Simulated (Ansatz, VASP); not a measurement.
Two plane-wave programs on SiB4Mo

```
Si B Mo
1.0
     3.11512   -3.60558    0.00000
     3.11512    3.60558    0.00000
     0.00000    0.00000    3.33320
Si B Mo
1 4 1
Direct
  0.00000 0.00000 0.50000
  0.01451 0.29324 0.00000
  0.98549 0.70676 0.00000
  0.29324 0.01451 0.00000
  0.70676 0.98549 0.00000
  0.50000 0.50000 0.00000
```

Alike in both runs: task relaxation of cell and atoms; functional PBE; k mesh 4 × 4 × 6; occupations gaussian, width 0.1 eV; no spin polarisation.

```csv
,VASP,Ansatz
version,VASP 6.6.1,Ansatz 0.2.0
potentials or method,"VASP PAW PBE potentials, release 64 (Si, B, Mo_sv), cutoff 600 eV","scalar-relativistic, plane waves, PAW"
valence electrons in the cell,30,30
```

|  | VASP | Ansatz | Ansatz less VASP |
| --- | --- | --- | --- |
| gap on the k mesh at the Fermi level, each at its own relaxed structure (eV) | none | none | - |
| relaxed volume (Å³/atom) | 10.31 | 10.33 | +0.015 |
| relaxed cell length with the largest relative difference (Å) | 3.154 | 3.158 | +0.0040 |

A gap of «none» marks a metal or a gap that the smearing closes.

Noted on VASP's run: the volume moved by over 15 % at a fixed basis, so the end points are rough.
